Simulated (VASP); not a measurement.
A run of VASP 6.6.1:

Contents of INCAR:

```
  PREC = Accurate
  ENCUT = 520
  EDIFF = 1E-6
  ISMEAR = -1
  SIGMA = 0.02
  LREAL = False
  LASPH = True
  NELM = 100
  ALGO = Normal
  ISIF = 2
  LWAVE = False
  LCHARG = True
  GGA = PE
  LELF = True
  LVHAR = True
  NBANDS = 45
```

Contents of KPOINTS:

```
Automatic mesh
0
Gamma
  4 8 4
```

File POSCAR:

```
Si3C3N8
1.0
    7.1755423370      0.0000000000      0.0469748868
    0.0000000000      2.7296448054      0.0000000000
   -3.5470897183      0.0000000000      6.0232677918
Si C N
3 3 8
Direct
    0.5787440028      0.5000000000      0.8181905350
    0.8316597591      0.0000000000      0.2374373975
    0.7808774680      0.0000000000      0.6009962383
    0.2238257436      0.5000000000      0.4045654476
    0.1891552036      0.5000000000      0.7740508574
    0.3978866472      0.0000000000      0.1775033845
    0.3094320761      0.5000000000      0.6437184227
    0.6375238382      0.0000000000      0.3172518157
    0.7244996475      0.5000000000      0.6938312763
    0.6490594403      0.0000000000      0.9699345976
    0.0578141151      0.0000000000      0.7069874457
    0.9939446699      0.5000000000      0.2953716418
    0.3061590771      0.0000000000      0.3347900323
    0.3194183117      0.5000000000      0.0253709073
```

Potentials or basis: VASP PAW PBE potentials, release 64 (Si, C, N).

Run with:

```console
$ cat potpaw_PBE.64/Si/POTCAR potpaw_PBE.64/C/POTCAR potpaw_PBE.64/N/POTCAR > POTCAR
$ mpirun -np 1 vasp_std > vasp.out
```

Hardware: 1 thread of Intel(R) Xeon(R) 6975P-C (Granite Rapids) (shared host).

How long does it take, and how much memory?

Wall time 2.5 min on 1 thread of Intel(R) Xeon(R) 6975P-C (Granite Rapids), on a shared host, peak memory 0.35 GiB. Counts: scf iterations 16, k points 50.
